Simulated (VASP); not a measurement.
Write the native input for VASP 6.6.1 that does the following.

| Property | Result |
| --- | --- |
| Task | relaxation of cell and atoms |
| Functional | PBE |
| Potentials or basis | VASP PAW PBE potentials, release 64 (Si, Sb) |
| Cutoff | 600 eV |
| k mesh | 10 × 10 × 10 |
| Occupations | gaussian, width 0.1 eV |
| Spin | no spin polarisation |
| Dipole correction | no |
| Further INCAR settings | ALGO = Normal; EDIFF = 1e-07; IBRION = 2; EDIFFG = -0.01; NSW = 100; ISIF = 3 |

The structure of Si4Sb lies in POSCAR:

```
Si4Sb
1.0
   -3.0761883479      3.0761883479      3.0761883479
    3.0761883479     -3.0761883479      3.0761883479
    3.0761883479      3.0761883479     -3.0761883479
Si Sb
4 1
Direct
    0.0000000000      0.0000000000      0.5000000000
    0.0000000000      0.5000000000      0.0000000000
    0.5000000000      0.0000000000      0.0000000000
    0.5000000000      0.5000000000      0.5000000000
    0.0000000000      0.0000000000      0.0000000000
```

These files were run (other wordings do the same):

INCAR

```
SYSTEM = Si4Sb
PREC = Accurate
ENCUT = 600
EDIFF = 1E-7
ISMEAR = 0
SIGMA = 0.1
LREAL = .FALSE.
LASPH = .TRUE.
NELM = 100
ALGO = Normal
ISIF = 3
LWAVE = .FALSE.
LCHARG = .FALSE.
GGA = PE
IBRION = 2
NSW = 100
EDIFFG = -0.01
```

KPOINTS

```
regular mesh
0
G
  10 10 10
  0 0 0
```

Potentials or basis: VASP PAW PBE potentials, release 64 (Si, Sb).

Run with:

```bash
$ cat potpaw_PBE.64/Si/POTCAR potpaw_PBE.64/Sb/POTCAR > POTCAR
$ mpirun -np 1 vasp_std > vasp.out
```

It gave:

* Relaxed volume: 23.62 Å³/atom
* Relaxed cell: a = 5.354 Å, b = 5.354 Å, c = 5.354 Å, α = 109.47°, β = 109.47°, γ = 109.47°
* Space group after relaxing (to 0.05 Å): Im-3m (No. 229)
* Energy gained by relaxing: 0.8 meV/atom
* Ionic steps: 3
* Pressure after relaxing: 0.0 GPa

Wall time 3.8 min on 1 thread of Intel(R) Xeon(R) Platinum 8488C (Sapphire Rapids), on a shared host, peak memory 0.38 GiB.
